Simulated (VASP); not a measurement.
Here is a VASP 6.6.1 calculation.

The input INCAR:

```
PREC = Accurate ; ENCUT = 520
EDIFF = 1E-6 ; ISMEAR = -1
SIGMA = 0.02 ; LREAL = False
LASPH = True ; NELM = 80
ALGO = Normal ; ISIF = 2
LWAVE = False ; LCHARG = True
GGA = PE ; LELF = True
LVHAR = True ; NBANDS = 15
```

File KPOINTS:

```
Automatic mesh
0
Gamma
  8 8 8
```

POSCAR

```
CaSe
1.0
    3.6386166454      0.0347277353      0.0347277353
    0.0347277353      3.6386166454      0.0347277353
    0.0347277353      0.0347277353      3.6386166454
Ca Se
1 1
Direct
    0.0000000000      0.0000000000      0.0000000000
    0.5000000000      0.5000000000      0.5000000000
```

Potentials or basis: VASP PAW PBE potentials, release 64 (Ca_sv, Se).

Run with:

```console
$ cat potpaw_PBE.64/Ca_sv/POTCAR potpaw_PBE.64/Se/POTCAR > POTCAR
$ mpirun -np 1 vasp_std > vasp.out
```

Problem. What does it give for the band gap on the k mesh?

Solution. 0.77 eV.

Problem. Estimate the pressure.

Solution. 0.7 GPa.

Stress tensor (GPa, compression positive):
```
0.69 0.06 0.06
0.06 0.69 0.06
0.06 0.06 0.69
```

Caveat: the cell differs from its parent crystal (epitaxial 111 strain -0.9%); the structure was generated, so it needn't be the stable form of CaSe; semilocal functionals underestimate gaps, and a narrow one can read as zero. A k mesh can miss the band edges.
